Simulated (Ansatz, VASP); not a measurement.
Two plane-wave programs on PbS

```
Pb S
1.0
     2.05694   -3.56583    0.00000
     2.05694    3.56583    0.00000
     0.00000    0.00000    7.55994
Pb S
2 2
Direct
  0.00103 0.99897 0.48673
  0.99897 0.00103 0.98673
  0.66714 0.33286 0.69247
  0.33286 0.66714 0.19247
```

Alike in both runs: task single point; functional r2SCAN; k mesh 6 × 6 × 4; no spin polarisation.

|  | VASP | Ansatz |
| --- | --- | --- |
| version | VASP 6.6.1 | Ansatz 0.2.0 |
| potentials or method | VASP PAW PBE potentials, release 64 (Pb_d, S), cutoff 520 eV | plane waves, PAW |
| occupations | gaussian, width 0.01 eV | fixed |
| valence electrons in the cell | 40 | 40 |

|  | VASP | Ansatz | Ansatz less VASP |
| --- | --- | --- | --- |
| pressure (GPa) | 0.0 | 0.0 | +0.01 |

VASP's potentials were made for PBE, not for r2SCAN.

Neither program's run includes spin-orbit coupling.
